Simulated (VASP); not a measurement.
# Ca3O (P4/mmm) in VASP: single point with PBE

Aim: the single point of Ca3O with PBE.

Program: VASP 6.6.1. These are calculated values, not measurements. Logs are shortened: lines on timing, memory, paths and dates and some standing lists are left out, and cuts for length are marked.

**1. The cell of the first run**

It takes space group P4/mmm (No. 123, tetragonal). Conventional cell: a = 5.094 Å, b = 5.094 Å, c = 4.303 Å, α = 90.00°, β = 90.00°, γ = 90.00°. Ca (site symmetry mmm) has 10 Ca at 3.33 to 4.30 Å and 4 O at 3.33 Å within 4.4 Å. Within 4.4 Å of Ca (site symmetry 4/mmm) lie 10 Ca at 3.33 to 4.30 Å and 4 O at 3.60 Å. Within 4.4 Å of O (site symmetry 4/mmm) lie 12 Ca at 3.33 to 3.60 Å and 2 O at 4.30 Å.

**2. Single point, PBE**

Input file INCAR:

```
SYSTEM = Ca3O
ALGO = Normal
EDIFF = 1E-6
ENCUT = 520
GGA = PE
ISIF = 2
ISMEAR = 0
LASPH = .True.
LCHARG = .False.
LREAL = .False.
LWAVE = .False.
NBANDS = 26
NELM = 80
PREC = Accurate
SIGMA = 0.1
```

Input file KPOINTS:

```
k-points
0
Gamma
  10 10 10
  0 0 0
```

Input file POSCAR:

```
Ca3O
1.0
    5.0935288815      0.0000000000      0.0000000000
    0.0000000000      5.0935288815      0.0000000000
    0.0000000000      0.0000000000      4.3032930985
Ca O
3 1
Direct
    0.0000000000      0.5000000000      0.5000000000
    0.5000000000      0.0000000000      0.5000000000
    0.5000000000      0.5000000000      0.0000000000
    0.0000000000      0.0000000000      0.0000000000
```

Potentials or basis: VASP PAW PBE potentials, release 64 (Ca_sv, O).

Started as:

```sh
> cat potpaw_PBE.64/Ca_sv/POTCAR potpaw_PBE.64/O/POTCAR > POTCAR
> mpirun -np 1 vasp_std > vasp.out
```

OUTCAR:

```text
SYSTEM = Ca3O
   EDIFF = 1E-6
   ENCUT = 520
   GGA = PE
   ISIF = 2
   ISMEAR = 0
   LASPH = .True.
   LREAL = .False.
   NELM = 80
   PREC = Accurate

 ion  position               nearest neighbor table
   1  0.000  0.500  0.500-
   2  0.500  0.000  0.500-
   3  0.500  0.500  0.000-
   4  0.000  0.000  0.000-

  LATTYP: Found a simple tetragonal cell.
 ALAT       =     5.0935288815
 C/A-ratio  =     0.8448549520

  Lattice vectors:

 A1 = (   5.0935288815,   0.0000000000,   0.0000000000)
 A2 = (   0.0000000000,   5.0935288815,   0.0000000000)
 A3 = (   0.0000000000,   0.0000000000,   4.3032930985)

Analysis of symmetry for initial positions (statically):
=====================================================================
 Subroutine PRICEL returns:
 Original cell was already a primitive cell.

 Routine SETGRP: Setting up the symmetry group for a
 simple tetragonal supercell.

 Subroutine GETGRP returns: Found 16 space group operations
 (whereof 16 operations were pure point group operations)
 out of a pool of 16 trial point group operations.

The static configuration has the point symmetry D_4h.

Analysis of symmetry for dynamics (positions and initial velocities):
=====================================================================
 Subroutine PRICEL returns:
 Original cell was already a primitive cell.

 Routine SETGRP: Setting up the symmetry group for a
 simple tetragonal supercell.

 Subroutine GETGRP returns: Found 16 space group operations
 (whereof 16 operations were pure point group operations)
 out of a pool of 16 trial point group operations.

The dynamic configuration has the point symmetry D_4h.

 Subroutine INISYM returns: Found 16 space group operations
 (whereof 16 operations are pure point group operations),
 and found     1 'primitive' translations

----------------------------------------------------------------------------------------

                                     Primitive cell

  volume of cell :     111.6448

  direct lattice vectors                    reciprocal lattice vectors
     5.093528882  0.000000000  0.000000000     0.196327541  0.000000000  0.000000000
[... 85 lines left out ...]
   LNONCOLLINEAR =      F non collinear calculations
   LSORBIT =      F    spin-orbit coupling
   LASPH  =      T    aspherical Exc in radial PAW
   ENCUT  =  520.0 eV  38.22 Ry    6.18 a.u.   9.47  9.47  8.00*2*pi/ulx,y,z
   NELM   =     80;   NELMIN=  2; NELMDL= -5     # of ELM steps
   EDIFF  = 0.1E-05   stopping-criterion for ELM
   LREAL  =      F    real-space projection
   EDIFFG = 0.1E-04   stopping-criterion for IOM
   NSW    =      0    number of steps for IOM
   IBRION =     -1    ionic relax: 0-MD 1-quasi-New 2-CG
   NFREE  =      0    steps in history (QN), initial steepest desc. (CG)
   ISIF   =      2    stress and relaxation
   ISYM   =      2    0-nonsym 1-usesym 2-fastsym
   POTIM  = 0.5000    time-step for ionic-motion
   TEBEG  =    0.0;   TEEND  =   0.0 temperature during run
   PSTRESS=    0.0 pullay stress
   NELECT =      36.0000    total number of electrons
   NUPDOWN=      -1.0000    fix difference up-down
   EMIN   =  10.00;   EMAX   =-10.00  energy-range for DOS
   EFERMI =   0.00;   METHOD = LEGACY
   ISMEAR =     0;   SIGMA  =   0.10  broadening in eV -4-tet -1-fermi 0-gaus
   EFERMI_NEDOS =   21; number of points for ismear=-14 and -15
   IALGO  =     38    algorithm
   IMIX   =      4    mixing-type and parameters
     AMIX     =   0.40;   BMIX     =  1.00
     AMIX_MAG =   1.60;   BMIX_MAG =  1.00
  volume/ion in A,a.u.               =      27.91       188.35
  Fermi-wavevector in a.u.,A,eV,Ry     =   1.122612  2.121428 17.146833  1.260257
  Thomas-Fermi vector in A             =   2.259273
   LORBIT       =      0    0 simple, 1 ext, 2 COOP (PROOUT), +10 PAW based schemes
   GGA     = PE    functional components
   LHFCALC =     F    Hartree Fock is set to
   AEXX    =    0.0000 exact exchange contribution
   IVDW    =     0    specifies the selected vdW correction
   LEPSILON=     F    determine dielectric tensor
   LRPA    =     F    only Hartree local field effects (RPA)
 non-spin polarized calculation
 Gauss-broadening in eV      SIGMA  =   0.10
  energy-cutoff  :      520.00
  volume of cell :      111.64
 maximum number of plane-waves:      3039
 NGX is ok and might be reduce to    40
   NGX = 19   NGY = 19   NGZ = 17

 number of electron      35.9999999 magnetization

 Free energy of the ion-electron system (eV)
  ---------------------------------------------------
  ext. energy  EPLUGINS =         0.00000000
  ---------------------------------------------------
  free energy    TOTEN  =       -10.98646363 eV

  energy without entropy =      -10.96790016  energy(sigma->0) =      -10.97718189

 E-fermi :   2.8432     XC(G=0):  -8.4981

 val. band max:        2.8430071747   @ k =   0.5000   0.1000   0.5000
 cond. band min:       2.8488258608   @ k =   0.3000   0.0000   0.3000
 fundamental gap:      0.0058186861
 Fermi energy:         2.8431662180

 k-point     1 :       0.0000    0.0000    0.0000
  band No.  band energies     occupation
      1     -39.2430      2.00000
      2     -39.2053      2.00000
      3     -39.0223      2.00000
      4     -20.3989      2.00000
      5     -20.3989      2.00000
      6     -20.3287      2.00000
[... 685 lines left out ...]
     25       5.2379      0.00000
     26       6.0440      0.00000

 [... further k-points ...]

------------------------ aborting loop because EDIFF is reached ----------------------------------------

  FORCE on cell =-STRESS in cart. coord.  units (eV):
  Direction    XX          YY          ZZ          XY          YZ          ZX
  --------------------------------------------------------------------------------------
  -------------------------------------------------------------------------------------
  Total        0.0099395      0.0099395      0.0080598      0.0000000      0.0000000      0.0000000
  in kB        0.1426386      0.1426386      0.1156636      0.0000000      0.0000000      0.0000000
  external PRESSURE =       0.1336469 kB  Pullay stress =       0.0000000 kB

 VOLUME and BASIS-vectors are now :
 -----------------------------------------------------------------------------
  energy-cutoff  :      520.00
  volume of cell :      111.64
      direct lattice vectors                 reciprocal lattice vectors
     5.093528882  0.000000000  0.000000000     0.196327541  0.000000000  0.000000000
     0.000000000  5.093528882  0.000000000     0.000000000  0.196327541  0.000000000
     0.000000000  0.000000000  4.303293099     0.000000000  0.000000000  0.232380174

 POSITION                                       TOTAL-FORCE (eV/Angst)
 -----------------------------------------------------------------------------------
      0.00000      2.54676      2.15165         0.000000      0.000000      0.000000
      2.54676      0.00000      2.15165         0.000000      0.000000      0.000000
      2.54676      2.54676      0.00000         0.000000      0.000000      0.000000
      0.00000      0.00000      0.00000         0.000000      0.000000      0.000000
 -----------------------------------------------------------------------------------
    total drift:                                0.000000      0.000000     -0.000000

  FREE ENERGIE OF THE ION-ELECTRON SYSTEM (eV)
  ---------------------------------------------------
  free  energy   TOTEN  =       -10.9864636256 eV

  energy  without entropy=      -10.9679001598  energy(sigma->0) =      -10.97718189
```

Run time: 2.4 min. Hardware: 1 thread of AMD EPYC 9R45 (Zen 5), shared host; peak memory 0.4 GiB.

Results:

```
Free energy            : -10.9865 eV
Pressure               : 0.0 GPa
Band gap on the k mesh : zero (bands 18 and 19 overlap by 0.96 eV)
```
